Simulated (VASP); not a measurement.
A run of VASP 6.6.1:

INCAR

```
PREC     = Accurate       # precision mode
ENCUT    = 520            # plane-wave cutoff, eV
EDIFF    = 1E-6           # SCF threshold, eV
ISMEAR   = 0              # smearing method
SIGMA    = 0.05           # smearing width, eV
LREAL    = False          # projectors in reciprocal space
LASPH    = True           # aspherical terms in the spheres
NELM     = 80             # most SCF steps
ALGO     = Normal         # electronic algorithm
ISIF     = 2              # what is computed and relaxed
LWAVE    = False          # write WAVECAR
LCHARG   = False          # write CHGCAR
GGA      = PE             # functional
NBANDS   = 30             # bands
```

The input KPOINTS:

```
regular mesh
0
Gamma
  8 8 8
```

File POSCAR:

```
ZrAg3
1.0
    4.2726351013      0.0000000000      0.0000000000
    0.0000000000      4.2726351013      0.0000000000
    0.0000000000      0.0000000000      4.2726351013
Zr Ag
1 3
Direct
    0.0000000000      0.0000000000      0.0000000000
    0.0000000000      0.5000000000      0.5000000000
    0.5000000000      0.5000000000      0.0000000000
    0.5000000000      0.0000000000      0.5000000000
```

Potentials or basis: VASP PAW PBE potentials, release 64 (Zr_sv, Ag).

The run is started by

```bash
$ cat potpaw_PBE.64/Zr_sv/POTCAR potpaw_PBE.64/Ag/POTCAR > POTCAR
$ mpirun -np 1 vasp_std > vasp.out
```

Hardware: 1 thread of Intel(R) Xeon(R) 6975P-C (Granite Rapids), with other jobs on the host.

Problem. Estimate the wall time of this run.

Solution. Run time: 24 s on 1 thread of Intel(R) Xeon(R) 6975P-C (Granite Rapids), with other jobs on the host, peak memory 0.21 GiB. Counts: scf iterations 12, k points 35.
